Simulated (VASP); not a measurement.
Write the native input for VASP 6.6.1 that does the following.

```
Task                   : single point
Functional             : PBEsol
Potentials or basis    : VASP PAW PBE potentials, release 64 (Te)
Cutoff                 : 520 eV
k mesh                 : 15 × 15 × 15
Occupations            : fermi-dirac, width 0.05 eV
Spin                   : no spin polarisation
Dipole correction      : no
Further INCAR settings : ALGO = Normal; EDIFF = 1e-07; NBANDS = 9
```

The structure of Te lies in POSCAR:

```
Te
1.0
   -1.7183314718      1.7183314718      1.7183314718
    1.7183314718     -1.7183314718      1.7183314718
    1.7183314718      1.7183314718     -1.7183314718
Te
1
Direct
    0.0000000000      0.0000000000      0.0000000000
```

This cell differs from its parent crystal: volume scaled by 0.75.

The input as run:

INCAR

```
PREC = Accurate
ENCUT = 520
EDIFF = 1E-7
ISMEAR = -1
SIGMA = 0.05
LREAL = False
LASPH = True
NELM = 100
ALGO = Normal
ISIF = 2
LWAVE = False
LCHARG = False
GGA = PS
NBANDS = 9
```

KPOINTS

```
regular mesh
0
Gamma
  15 15 15
```

Potentials or basis: VASP PAW PBE potentials, release 64 (Te).

The run is started by

```console
$ cat potpaw_PBE.64/Te/POTCAR > POTCAR
$ mpirun -np 1 vasp_std > vasp.out
```

Results of the run:

The pressure is 36.4 GPa and the band gap on the k mesh is zero (band 3 reaches 18.41 eV, above the bottom of band 4 at 8.88 eV).

Caveat: the PAW data sets were made with another functional, which shifts forces and pressure a little; spin-orbit coupling is left out, which moves the levels of the heavy elements.

Wall time 16 s on 1 thread of Intel(R) Xeon(R) Platinum 8488C (Sapphire Rapids) (shared host), peak memory 0.15 GiB.
